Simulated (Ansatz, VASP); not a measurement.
# NiO in VASP and in Ansatz

File INCAR:

```
PREC = Accurate
ENCUT = 700
EDIFF = 1E-6
ISMEAR = 0
SIGMA = 0.05
LREAL = False
LASPH = True
NELM = 200
ALGO = Normal
ISIF = 2
LWAVE = False
LCHARG = True
ISPIN = 2
MAGMOM = 1.89 0
LORBIT = 11
LMAXMIX = 4
LDAU = True
LDAUTYPE = 2
LDAUL = 2 -1
LDAUU = 6.2 0
LDAUJ = 0 0
LDAUPRINT = 1
GGA = PE
LELF = True
LVHAR = True
NBANDS = 23
GGA_COMPAT = False
```

Contents of KPOINTS:

```
Automatic mesh
0
Gamma
  6 6 6
```

File POSCAR:

```
NiO
1.0
    0.0000000000      2.3247345634      2.3247345634
    2.3247345634      0.0000000000      2.3247345634
    2.3247345634      2.3247345634      0.0000000000
Ni O
1 1
Direct
    0.0000000000      0.0000000000      0.0000000000
    0.2500000000      0.2500000000      0.2500000000
```

Input for Ansatz:

```yaml
crystal:
  lattice:
    - [0.0, 2.3247345634, 2.3247345634]
    - [2.3247345634, 0.0, 2.3247345634]
    - [2.3247345634, 2.3247345634, 0.0]
  atoms:
    - { symbol: Ni, position: [0.0, 0.0, 0.0], spin: 1.89 }
    - { symbol: O, position: [0.25, 0.25, 0.25] }
basis:
  ecutwfc: 420
  ecutrho_ratio: 4
kpoints:
  mp_grid: { grid: [6, 6, 6] }
hamiltonian:
  xc: pbe
  hubbard: { sites: [{ species: Ni, l: d, u_eff: 6.2 }] }
scf:
  occupations: { method: gaussian, width: 0.05 }
  lower_state_search: "off"
output:
  forces: true
  stress: true
  eigenvalues: true
  populations: true
  hubbard: { sites: [{ species: Ni, l: d }] }
magnetization:
  spin_polarized: true
checkpoint:
  read: start.run
  write: ck
  compress: false
  write_wavefunctions: false
  write_every: 100000
```

Alike in both runs: task single point; functional PBE; k mesh 6 × 6 × 6; occupations gaussian, width 0.05 eV; collinear spin; Hubbard terms Ni d U = 6.2 eV.

|  | VASP | Ansatz |
| --- | --- | --- |
| version | VASP 6.6.1 | Ansatz 0.2.0 |
| potentials or method | VASP PAW PBE potentials, release 64 (Ni_sv_GW, O), cutoff 700 eV | scalar-relativistic, plane waves, PAW |
| valence electrons in the cell | 24 | 24 |

Ansatz gave:

```
pressure (GPa)                                                : 0.0
net moment per atom (μB)                                      : 1.00
size of the moment on the site where the two differ most (μB) : 0.11
```

Problem. What did VASP give for the same quantities?

Solution. Pressure (GPa): -11.5; net moment per atom (μB): 1.00; size of the moment on the site where the two differ most (μB): 0.27.

Site moments also hang on the region over which each program counts them. The programs project onto different local orbitals, so the same U acts differently, and such runs can settle in different states. Ansatz's warnings: stability check not made.

The k mesh is coarse, so the values compare programs but aren't converged.
